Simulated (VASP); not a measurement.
Runs of VASP 6.6.1 on C2N. The structure is that of space group P6_3/mmc (No. 194), or close to it. The cells are those of the table. The cell was generated, and may not be a known phase.

```csv
task,cell,k mesh,cutoff (eV),gap on the mesh (eV),pressure (GPa),relaxed volume (Å³/atom)
single point,"a = 6.123, b = 6.123, c = 2.495 Å, angles 90.0, 90.0, 120.0°, 6 atoms",6 × 6 × 4,520,none,-0.1,-
single point,"a = 6.188, b = 6.188, c = 2.497 Å, angles 90.0, 90.0, 120.0°, 6 atoms",3 × 3 × 6,520,none,0.0,-
single point,"a = 6.638, b = 6.638, c = 2.494 Å, angles 90.0, 90.0, 120.0°, 6 atoms",6 × 6 × 14,520,none,-0.2,-
relaxation of cell and atoms,"relaxed from a = 4.107, b = 4.107, c = 5.098 Å, angles 90.0, 90.0, 120.0°, 6 atoms",6 × 6 × 4,600,none,0.4,10.21
relaxation of cell and atoms,"relaxed from a = 6.638, b = 6.638, c = 2.494 Å, angles 90.0, 90.0, 120.0°, 6 atoms",6 × 6 × 14,600,-,0.0,(a)
relaxation of cell and atoms,"relaxed from a = 6.123, b = 6.123, c = 2.495 Å, angles 90.0, 90.0, 120.0°, 6 atoms",3 × 3 × 6,600,-,0.1,(b)
single point,"a = 4.107, b = 4.107, c = 5.098 Å, angles 90.0, 90.0, 120.0°, 6 atoms",6 × 6 × 4,520,none,-30.9,-
relaxation of cell and atoms,"relaxed from a = 6.188, b = 6.188, c = 2.497 Å, angles 90.0, 90.0, 120.0°, 6 atoms",6 × 6 × 14,600,-,0.0,15.47
```

Alike in all rows: level PBE; potentials or basis VASP PAW PBE potentials, release 64 (C, N); no spin polarisation; smearing gaussian 0.1 eV.

Question: Fill in the values left out.

Answer: (a) 14.92; (b) 13.51.

Caveats: some runs use coarse meshes; the highest band is partly filled, so the run has too few bands (at least some runs); the volume moved by over 15 % at a fixed basis, so the end points are rough (at least some runs); the cell stands under tension (at least some runs).

A gap of «none» marks levels without a gap at the run's occupations.
